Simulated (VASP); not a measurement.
# SnSe2 in VASP: further runs

SnSe2 is run at these levels: PBE+D3(BJ); tasks: single point.

All numbers are computed with VASP 6.6.1; they aren't measurements. Logs are shortened: lines on timing, memory, paths and dates and some standing lists are left out, and cuts for length are marked.

## Step 1: The cell of the first run

The cell holds a slab with vacuum, 3 atoms: a = 3.825 Å, b = 3.825 Å, c = 32.374 Å, α = 90.00°, β = 90.00°, γ = 120.00°.

## Step 2: Single point, PBE+D3(BJ) (atoms taken out)

The input, INCAR:

```
PREC     = Accurate       # precision mode
ENCUT    = 520            # plane-wave cutoff, eV
EDIFF    = 1E-6           # SCF threshold, eV
ISMEAR   = 0              # smearing method
SIGMA    = 0.02           # smearing width, eV
LREAL    = False          # projectors in reciprocal space
LASPH    = True           # aspherical terms in the spheres
NELM     = 80             # most SCF steps
ALGO     = Normal         # electronic algorithm
ISIF     = 2              # what is computed and relaxed
LWAVE    = False          # write WAVECAR
LCHARG   = False          # write CHGCAR
LDIPOL   = True         
IDIPOL   = 3            
DIPOL    = 0.5 0.5 0.500
GGA      = PE             # functional
IVDW     = 12             # dispersion correction
NBANDS   = 20             # bands
```

The input, KPOINTS:

```
regular mesh
0
Gamma
  9 9 1
```

The input, POSCAR:

```
SnSe2
1.0
    3.8251010378      0.0000000000      0.0000000000
   -1.9125505189      3.3126346708      0.0000000000
    0.0000000000      0.0000000000     32.3737046298
Se Sn
2 1
Direct
    0.6666666667      0.3333333333      0.4505658605
    0.3333333333      0.6666666667      0.5494341395
    0.0000000000      0.0000000000      0.5000000000
```

Potentials or basis: VASP PAW PBE potentials, release 64 (Se, Sn_d).

The run is started by

```console
$ cat potpaw_PBE.64/Se/POTCAR potpaw_PBE.64/Sn_d/POTCAR > POTCAR
$ mpirun -np 1 vasp_std > vasp.out
```

OUTCAR:

```text
PREC = Accurate
   ENCUT = 520
   EDIFF = 1E-6
   ISMEAR = 0
   LREAL = False
   LASPH = True
   NELM = 80
   ISIF = 2
   GGA = PE
   IVDW = 12
 IVDW          = 12

 ion  position               nearest neighbor table
   1  0.667  0.333  0.451-   3 2.73   3 2.73   3 2.73
   2  0.333  0.667  0.549-   3 2.73   3 2.73   3 2.73
   3  0.000  0.000  0.500-   1 2.73   2 2.73   1 2.73   2 2.73   1 2.73   2 2.73

  LATTYP: Found a hexagonal cell.
 ALAT       =     3.8251010378
 C/A-ratio  =     8.4634900647

  Lattice vectors:

 A1 = (   3.8251010378,   0.0000000000,   0.0000000000)
 A2 = (  -1.9125505189,   3.3126346708,   0.0000000000)
 A3 = (   0.0000000000,   0.0000000000,  32.3737046298)

Analysis of symmetry for initial positions (statically):
=====================================================================
 Subroutine PRICEL returns:
 Original cell was already a primitive cell.

 Routine SETGRP: Setting up the symmetry group for a
 hexagonal supercell.

 Subroutine GETGRP returns: Found 12 space group operations
 (whereof 12 operations were pure point group operations)
 out of a pool of 24 trial point group operations.

The static configuration has the point symmetry D_3d.

Analysis of symmetry for dynamics (positions and initial velocities):
=====================================================================
 Subroutine PRICEL returns:
 Original cell was already a primitive cell.

 Routine SETGRP: Setting up the symmetry group for a
 hexagonal supercell.

 Subroutine GETGRP returns: Found 12 space group operations
 (whereof 12 operations were pure point group operations)
 out of a pool of 24 trial point group operations.

The dynamic configuration has the point symmetry D_3d.

 Subroutine INISYM returns: Found 12 space group operations
 (whereof 12 operations are pure point group operations),
 and found     1 'primitive' translations

----------------------------------------------------------------------------------------

                                     Primitive cell

  volume of cell :     410.2125

  direct lattice vectors                    reciprocal lattice vectors
     3.825101038  0.000000000  0.000000000     0.261431003  0.150937260  0.000000000
    -1.912550519  3.312634671  0.000000000     0.000000000  0.301874520  0.000000000
     0.000000000  0.000000000 32.373704630     0.000000000  0.000000000  0.030889267

  length of vectors
     3.825101038  3.825101038 32.373704630     0.301874520  0.301874520  0.030889267

  position of ions in fractional coordinates (direct lattice)
     0.666666667  0.333333333  0.450565860
[... 75 lines left out ...]
   POTIM  = 0.5000    time-step for ionic-motion
   TEBEG  =    0.0;   TEEND  =   0.0 temperature during run
   PSTRESS=    0.0 pullay stress
   NELECT =      26.0000    total number of electrons
   NUPDOWN=      -1.0000    fix difference up-down
   EMIN   =  10.00;   EMAX   =-10.00  energy-range for DOS
   EFERMI =   0.00;   METHOD = LEGACY
   ISMEAR =     0;   SIGMA  =   0.02  broadening in eV -4-tet -1-fermi 0-gaus
   EFERMI_NEDOS =   21; number of points for ismear=-14 and -15
   IALGO  =     38    algorithm
   IMIX   =      4    mixing-type and parameters
     AMIX     =   0.40;   BMIX     =  1.00
     AMIX_MAG =   1.60;   BMIX_MAG =  1.00
  volume/ion in A,a.u.               =     136.74       922.75
  Fermi-wavevector in a.u.,A,eV,Ry     =   0.652724  1.233470  5.796746  0.426049
  Thomas-Fermi vector in A             =   1.722736
   LORBIT       =      0    0 simple, 1 ext, 2 COOP (PROOUT), +10 PAW based schemes
   GGA     = PE    functional components
   LHFCALC =     F    Hartree Fock is set to
   AEXX    =    0.0000 exact exchange contribution
   IVDW    =    12    specifies the selected vdW correction
   LEPSILON=     F    determine dielectric tensor
   LRPA    =     F    only Hartree local field effects (RPA)
 non-spin polarized calculation
 Gauss-broadening in eV      SIGMA  =   0.02
  energy-cutoff  :      520.00
  volume of cell :      410.21
 maximum number of plane-waves:     11121
   NGX = 15   NGY = 15   NGZ =121

 dipolmoment           0.000000      0.000000     -0.000000 electrons x Angstroem

 number of electron      26.0000000 magnetization

 dipolmoment           0.000000      0.000000      0.000000 electrons x Angstroem

 Free energy of the ion-electron system (eV)
  ---------------------------------------------------
  ext. energy  EPLUGINS =         0.00000000
  ---------------------------------------------------
  free energy    TOTEN  =       -11.85421013 eV

  energy without entropy =      -11.85421013  energy(sigma->0) =      -11.85421013

 E-fermi :  -3.9172     XC(G=0):  -2.1387

 val. band max:       -4.0695541745   @ k =   0.1111   0.0000   0.0000
 cond. band min:      -3.2477498108   @ k =   0.4444  -0.0000   0.0000
 fundamental gap:      0.8218043637
 Fermi energy:        -3.9171887934

 k-point     1 :       0.0000    0.0000    0.0000
  band No.  band energies     occupation
      1     -25.2385      2.00000
      2     -25.2385      2.00000
      3     -25.1993      2.00000
      4     -25.1899      2.00000
      5     -25.1899      2.00000
      6     -17.5798      2.00000
[... 265 lines left out ...]
     19       4.6447      0.00000
     20       4.6781      0.00000

------------------------ aborting loop because EDIFF is reached ----------------------------------------

 vacuum level on the upper side and lower side of the slab       (xc-potential included)        -0.007        -0.007

 Edisp (eV)   -0.75705

 E8    (eV) :    -0.3535

  FORCE on cell =-STRESS in cart. coord.  units (eV):
  Direction    XX          YY          ZZ          XY          YZ          ZX
  --------------------------------------------------------------------------------------
  -------------------------------------------------------------------------------------
  Total       0.01438     0.01438     0.02936    -0.00000     0.00000    -0.00000
  in kB       0.05616     0.05616     0.11466    -0.00000     0.00000    -0.00000
  external pressure =        0.08 kB  Pullay stress =        0.00 kB

 VOLUME and BASIS-vectors are now :
 -----------------------------------------------------------------------------
  energy-cutoff  :      520.00
  volume of cell :      410.21
      direct lattice vectors                 reciprocal lattice vectors
     3.825101038  0.000000000  0.000000000     0.261431003  0.150937260  0.000000000
    -1.912550519  3.312634671  0.000000000     0.000000000  0.301874520  0.000000000
     0.000000000  0.000000000 32.373704630     0.000000000  0.000000000  0.030889267

 POSITION                                       TOTAL-FORCE (eV/Angst)
 -----------------------------------------------------------------------------------
      1.91255      1.10421     14.58649         0.000000      0.000000     -0.013169
     -0.00000      2.20842     17.78722        -0.000000     -0.000000      0.013169
      0.00000      0.00000     16.18685         0.000000      0.000000      0.000000
 -----------------------------------------------------------------------------------
    total drift:                                0.000000     -0.000000      0.000000

  FREE ENERGIE OF THE ION-ELECTRON SYSTEM (eV)
  ---------------------------------------------------
  free  energy   TOTEN  =       -12.6112628512 eV

  energy  without entropy=      -12.6112628512  energy(sigma->0) =      -12.61126285

 vacuum level on the upper side and lower side of the slab         1.886         1.886
```

stdout:

```text
POSCAR found type information on POSCAR SeSn
 POSCAR found :  2 types and       3 ions
 scaLAPACK will be used
 LDA part: xc-table for (Slater+PW92), standard interpolation
 POSCAR, INCAR and KPOINTS ok, starting setup
 FFT: planning ... GRIDC
 FFT: planning ... GRID_SOFT
 FFT: planning ... GRID
 WAVECAR not read
 entering main loop
```

It took 3.8 min on 1 thread of AMD EPYC 7R13, shared host; peak memory 0.45 GiB.

What came out:

| Item | Value |
| --- | --- |
| Free energy | -12.6113 eV |
| Largest force | 0.013 eV/Å |
| Band gap on the k mesh | 0.82 eV (least direct gap 1.16 eV) |
| Dispersion energy per atom | -0.252 eV |

Forces on the atoms (eV/Å):
```
Se   0.000  0.000 -0.013
Se   0.000  0.000  0.013
Sn   0.000  0.000  0.000
```

Caveat: the cell differs from its parent crystal (atoms taken out); spin-orbit coupling is left out, which moves the levels of the heavy elements.

## Step 3: Single point, PBE+D3(BJ) (atoms taken out)

The input, INCAR:

```
  PREC = Accurate
  ENCUT = 520
  EDIFF = 1E-6
  ISMEAR = 0
  SIGMA = 0.02
  LREAL = False
  LASPH = True
  NELM = 60
  ALGO = Normal
  ISIF = 2
  LWAVE = False
  LCHARG = True
  LDIPOL = True
  IDIPOL = 3
  DIPOL = 0.5 0.5 0.500
  GGA = PE
  IVDW = 12
  LELF = True
  LVHAR = True
  LVACPOTAV = True
  NBANDS = 20
```

KPOINTS is that of step 2.

The input, POSCAR:

```
SnSe2
1.0
    3.8400433123      0.0000000000      0.0000000000
   -1.9200216562      3.3255750601      0.0000000000
    0.0000000000      0.0000000000     32.3737046298
Se Sn
2 1
Direct
    0.6666666667      0.3333333333      0.4507802343
    0.3333333333      0.6666666667      0.5492197657
    0.0000000000      0.0000000000      0.5000000000
```

Potentials or basis: VASP PAW PBE potentials, release 64 (Se, Sn_d).

The run is started by

```console
$ cat potpaw_PBE.64/Se/POTCAR potpaw_PBE.64/Sn_d/POTCAR > POTCAR
$ mpirun -np 1 vasp_std > vasp.out
```

Run time: 4.2 min. Hardware: 1 thread of AMD EPYC 7R13, shared host; peak memory 0.52 GiB.

It converged, with:

| Property | Result |
| --- | --- |
| Free energy | -12.6103 eV |
| Largest force | 0.034 eV/Å |
| Band gap on the k mesh | 0.84 eV (least direct gap 1.16 eV) |
| Dispersion energy per atom | -0.251 eV |
| Ionisation potential of the upper face | 6.00 eV |

Forces in eV/Å, atoms in the order of the input:
```
Se   0.000  0.000 -0.034
Se   0.000  0.000  0.034
Sn   0.000  0.000  0.000
```

Levels at points of the mesh, in eV from the valence-band top:
```csv
k point,band 11,band 12,band 13,band 14,band 15,band 16
"(0.00, 0.00, 0.00)",-0.47,-0.08,-0.08,1.57,3.09,4.61
```

Caveat: the cell differs from its parent crystal (atoms taken out); spin-orbit coupling is left out, which moves the levels of the heavy elements.
